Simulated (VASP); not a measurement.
# Ge (R-3m) in VASP: single point with r2SCAN

Aim: the single point of Ge with r2SCAN.

All numbers are computed with VASP 6.6.1; they aren't measurements. Logs are shortened: lines on timing, memory, paths and dates and some standing lists are left out, and cuts for length are marked.

## 1. The cell of the first run

The structure is trigonal, space group R-3m (No. 166). Conventional cell: a = 2.355 Å, b = 2.355 Å, c = 11.539 Å, α = 90.00°, β = 90.00°, γ = 120.00°. Ge (site symmetry -3m) has 6 Ge at 2.36 Å within 3.1 Å.

## 2. Single point, r2SCAN

Contents of POSCAR:

```
Ge
1.0
    1.1103132349      2.7757830873      2.7757830873
    2.7757830873      1.1103132349      2.7757830873
    2.7757830873      2.7757830873      1.1103132349
Ge
1
Direct
    0.0000000000      0.0000000000      0.0000000000
```

Contents of INCAR.step1:

```
ALGO = Normal ; EDIFF = 1E-4
ENCUT = 520 ; GGA = PE
ISMEAR = 0 ; LASPH = T
LCHARG = F ; LREAL = F
LWAVE = T ; NBANDS = 13
NELM = 100 ; PREC = Accurate
SIGMA = 0.15
```

Contents of INCAR.step2:

```
ALGO = Normal ; EDIFF = 1E-7
ENCUT = 520 ; ISIF = 2
ISMEAR = 0 ; ISTART = 1
LASPH = T ; LCHARG = F
LMIXTAU = T ; LREAL = F
LWAVE = F ; METAGGA = R2SCAN
NBANDS = 13 ; NELM = 100
PREC = Accurate ; SIGMA = 0.15
```

Contents of KPOINTS:

```
k-points
0
Gamma
  22 22 22
```

Potentials or basis: VASP PAW PBE potentials, release 64 (Ge_d).

On the command line:

```sh
$ cat potpaw_PBE.64/Ge_d/POTCAR > POTCAR
$ cp INCAR.step1 INCAR
$ mpirun -np 1 vasp_std > vasp.out
$ cp INCAR.step2 INCAR
$ mpirun -np 1 vasp_std > vasp.out
```

OUTCAR:

```text
EDIFF = 1E-7
   ENCUT = 520
   ISIF = 2
   ISMEAR = 0
   ISTART = 1
   LASPH = T
   LREAL = F
   METAGGA = R2SCAN
   NELM = 100
   PREC = Accurate

 ion  position               nearest neighbor table
   1  0.000  0.000  0.000-

  LATTYP: Found a trigonal (rhomboedric) cell.
 ALAT       =     4.0795513203
 COS(alpha) =     0.8333333333

  Lattice vectors:

 A1 = (   1.1103132349,   2.7757830873,   2.7757830873)
 A2 = (   2.7757830873,   1.1103132349,   2.7757830873)
 A3 = (   2.7757830873,   2.7757830873,   1.1103132349)

Analysis of symmetry for initial positions (statically):
=====================================================================
 Subroutine PRICEL returns:
 Original cell was already a primitive cell.

 Routine SETGRP: Setting up the symmetry group for a
 trigonal (rhombohedral) supercell.

 Subroutine GETGRP returns: Found 12 space group operations
 (whereof 12 operations were pure point group operations)
 out of a pool of 12 trial point group operations.

The static configuration has the point symmetry D_3d.

Analysis of symmetry for dynamics (positions and initial velocities):
=====================================================================
 Subroutine PRICEL returns:
 Original cell was already a primitive cell.

 Routine SETGRP: Setting up the symmetry group for a
 trigonal (rhombohedral) supercell.

 Subroutine GETGRP returns: Found 12 space group operations
 (whereof 12 operations were pure point group operations)
 out of a pool of 12 trial point group operations.

The dynamic configuration has the point symmetry D_3d.

 Subroutine INISYM returns: Found 12 space group operations
 (whereof 12 operations are pure point group operations),
 and found     1 'primitive' translations

----------------------------------------------------------------------------------------

                                     Primitive cell

  volume of cell :      18.4787

  direct lattice vectors                    reciprocal lattice vectors
     1.110313235  2.775783087  2.775783087    -0.350251512  0.250179651  0.250179651
     2.775783087  1.110313235  2.775783087     0.250179651 -0.350251512  0.250179651
     2.775783087  2.775783087  1.110313235     0.250179651  0.250179651 -0.350251512

  length of vectors
     4.079551320  4.079551320  4.079551320     0.497851220  0.497851220  0.497851220

  position of ions in fractional coordinates (direct lattice)
     0.000000000  0.000000000  0.000000000

  ion indices of the primitive-cell ions
   primitive index   ion index
                 1           1
[... 81 lines left out ...]
   TEBEG  =    0.0;   TEEND  =   0.0 temperature during run
   PSTRESS=    0.0 pullay stress
   NELECT =      14.0000    total number of electrons
   NUPDOWN=      -1.0000    fix difference up-down
   EMIN   =  10.00;   EMAX   =-10.00  energy-range for DOS
   EFERMI =   0.00;   METHOD = LEGACY
   ISMEAR =     0;   SIGMA  =   0.15  broadening in eV -4-tet -1-fermi 0-gaus
   EFERMI_NEDOS =   21; number of points for ismear=-14 and -15
   IALGO  =     38    algorithm
   IMIX   =      4    mixing-type and parameters
     AMIX     =   0.40;   BMIX     =  1.00
     AMIX_MAG =   1.60;   BMIX_MAG =  1.00
  volume/ion in A,a.u.               =      18.48       124.70
  Fermi-wavevector in a.u.,A,eV,Ry     =   1.492430  2.820284 30.304914  2.227348
  Thomas-Fermi vector in A             =   2.604959
   LORBIT       =      0    0 simple, 1 ext, 2 COOP (PROOUT), +10 PAW based schemes
   METAGGA = R2SCAN    functional components
   LHFCALC =     F    Hartree Fock is set to
   AEXX    =    0.0000 exact exchange contribution
   IVDW    =     0    specifies the selected vdW correction
   LEPSILON=     F    determine dielectric tensor
   LRPA    =     F    only Hartree local field effects (RPA)
 non-spin polarized calculation
 Gauss-broadening in eV      SIGMA  =   0.15
  energy-cutoff  :      520.00
  volume of cell :       18.48
 maximum number of plane-waves:       518
   NGX = 15   NGY = 15   NGZ = 15

 number of electron      14.0000001 magnetization

 Free energy of the ion-electron system (eV)
  ---------------------------------------------------
  ext. energy  EPLUGINS =         0.00000000
  ---------------------------------------------------
  free energy    TOTEN  =       -12.03002479 eV

  energy without entropy =      -12.02444686  energy(sigma->0) =      -12.02723583

 E-fermi :   6.7939     XC(G=0): -11.9062

 val. band max:        6.7900490328   @ k =   0.4091   0.4091   0.0455
 cond. band min:       6.7941228694   @ k =  -0.0909   0.2727   0.0455
 fundamental gap:      0.0040738365
 Fermi energy:         6.7938894720

 k-point     1 :       0.0000    0.0000    0.0000
  band No.  band energies     occupation
      1     -19.4828      2.00000
      2     -19.3567      2.00000
      3     -19.3567      2.00000
      4     -18.9071      2.00000
      5     -18.9071      2.00000
      6      -9.4747      2.00000
      7       2.9749      2.00000
      8       9.2255      0.00000
      9      26.5921      0.00000
     10      26.5921      0.00000
     11      28.1839      0.00000
     12      30.0604      0.00000
     13      30.0604      0.00000
[... 354 lines left out ...]
  band No.  band energies     occupation
      1     -19.6891      2.00000
      2     -19.2924      2.00000
      3     -18.9932      2.00000
      4     -18.8987      2.00000
      5     -18.7720      2.00000
      6      -0.8265      2.00000
      7       1.7090      2.00000
      8      10.2661      0.00000
      9      14.0220      0.00000
     10      16.4336      0.00000
     11      18.8293      0.00000
     12      21.5478      0.00000
     13      25.0980      0.00000

 [... further k-points ...]

------------------------ aborting loop because EDIFF is reached ----------------------------------------

  FORCE on cell =-STRESS in cart. coord.  units (eV):
  Direction    XX          YY          ZZ          XY          YZ          ZX
  --------------------------------------------------------------------------------------
  -------------------------------------------------------------------------------------
  Total        5.0447517      5.0447517      5.0447517     -2.5913839     -2.5913839     -2.5913839
  in kB      437.4012933    437.4012933    437.4012933   -224.6839376   -224.6839376   -224.6839376
  external PRESSURE =     437.4012933 kB  Pullay stress =       0.0000000 kB

 VOLUME and BASIS-vectors are now :
 -----------------------------------------------------------------------------
  energy-cutoff  :      520.00
  volume of cell :       18.48
      direct lattice vectors                 reciprocal lattice vectors
     1.110313235  2.775783087  2.775783087    -0.350251512  0.250179651  0.250179651
     2.775783087  1.110313235  2.775783087     0.250179651 -0.350251512  0.250179651
     2.775783087  2.775783087  1.110313235     0.250179651  0.250179651 -0.350251512

 POSITION                                       TOTAL-FORCE (eV/Angst)
 -----------------------------------------------------------------------------------
      0.00000      0.00000      0.00000         0.000000     -0.000000     -0.000000
 -----------------------------------------------------------------------------------
    total drift:                               -0.000000     -0.000000     -0.000000

  FREE ENERGIE OF THE ION-ELECTRON SYSTEM (eV)
  ---------------------------------------------------
  free  energy   TOTEN  =       -12.0300247925 eV

  energy  without entropy=      -12.0244468613  energy(sigma->0) =      -12.02723583
```

OUTCAR.step1:

```text
EDIFF = 1E-4
   ENCUT = 520
   GGA = PE
   ISMEAR = 0
   LASPH = T
[... 600 lines left out ...]

 POSITION                                       TOTAL-FORCE (eV/Angst)
 -----------------------------------------------------------------------------------
      0.00000      0.00000      0.00000         0.000000      0.000000      0.000000
 -----------------------------------------------------------------------------------
    total drift:                               -0.000000     -0.000000     -0.000000

  FREE ENERGIE OF THE ION-ELECTRON SYSTEM (eV)
  ---------------------------------------------------
  free  energy   TOTEN  =        -2.7253739379 eV

  energy  without entropy=       -2.7197653249  energy(sigma->0) =       -2.72256963
```

OSZICAR.step1:

```text
N       E                     dE             d eps       ncg     rms          rms(c)
DAV:   1     0.671762121288E+02    0.67176E+02   -0.71723E+03 29222   0.304E+03
DAV:   2     0.322420937457E+01   -0.63952E+02   -0.61069E+02 28379   0.432E+02
DAV:   3    -0.275627054691E+01   -0.59805E+01   -0.59555E+01 30434   0.767E+01
DAV:   4    -0.285009603362E+01   -0.93825E-01   -0.93813E-01 31109   0.104E+01
DAV:   5    -0.285106837544E+01   -0.97234E-03   -0.97233E-03 31019   0.116E+00    0.283E+00
DAV:   6    -0.276156494134E+01    0.89503E-01   -0.29515E-02 29534   0.222E+00    0.160E+00
DAV:   7    -0.272551833125E+01    0.36047E-01   -0.39961E-02 29134   0.265E+00    0.163E-01
DAV:   8    -0.272536756871E+01    0.15076E-03   -0.25911E-03 29499   0.498E-01    0.664E-02
DAV:   9    -0.272537393790E+01   -0.63692E-05   -0.10622E-04 30007   0.872E-02
   1 F= -.27253739E+01 E0= -.27225696E+01  d E =-.560861E-02
```

It took 27 min on 1 thread of Intel Xeon Platinum 8259CL at 2.50GHz (Skylake/Cascade Lake), shared host; peak memory 0.36 GiB.

What came out:

```
Free energy            : -12.0300 eV
Pressure               : 43.7 GPa
Band gap on the k mesh : zero (bands 7 and 8 overlap by 4.15 eV)
```

Caveat: the cell stands under pressure; the PAW data sets were made with another functional, which shifts forces and pressure a little.
